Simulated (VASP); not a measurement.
Input of a VASP 6.6.1 run:

INCAR

```
PREC = Accurate
ENCUT = 520
EDIFF = 1E-6
ISMEAR = -1
SIGMA = 0.05
LREAL = False
LASPH = True
NELM = 80
ALGO = Normal
ISIF = 2
LWAVE = False
LCHARG = False
NBANDS = 25
```

The input KPOINTS:

```
regular mesh
0
Gamma
  10 10 5
```

The input POSCAR:

```
CuO
1.0
    0.1870412921     -2.1429295228     -2.0155306596
   -1.9924266127      0.1048586121     -1.9333479797
    2.3509910112      2.2549458814     -4.3301189699
Cu O
2 2
Direct
    0.4562322400      0.5306856300      0.4854117400
    0.9742842800      0.9858673900      0.0243612000
    0.8016626700      0.7447211200      0.7392802400
    0.2678208100      0.2387258700      0.2509468100
```

Potentials or basis: VASP PAW LDA potentials, release 64 (Cu, O).

Run with:

```console
$ cat potpaw_LDA.64/Cu/POTCAR potpaw_LDA.64/O/POTCAR > POTCAR
$ mpirun -np 1 vasp_std > vasp.out
```

Q: Predict the band gap on the k mesh.

A: Zero (band 17 reaches 6.14 eV, above the bottom of band 18 at 5.37 eV).

Q: Predict the pressure.

A: -12.4 GPa.

Q: What does it give for the largest force?

A: 1.711 eV/Å.

Forces in eV/Å, atoms in the order of the input:
```
Cu   1.124  0.009 -1.289
Cu  -0.787 -1.035  0.593
O    0.067  0.597  0.044
O   -0.405  0.429  0.652
```

Caveat: semilocal functionals often make such compounds metallic where correlation or magnetic order opens a gap, which also shifts bond lengths; forces of over 1 eV/Å act on the atoms, so gaps and moduli don't describe the material at rest. With open d or f shells a metallic result of LDA can be an artefact of self-interaction; +U or a hybrid may open a gap.
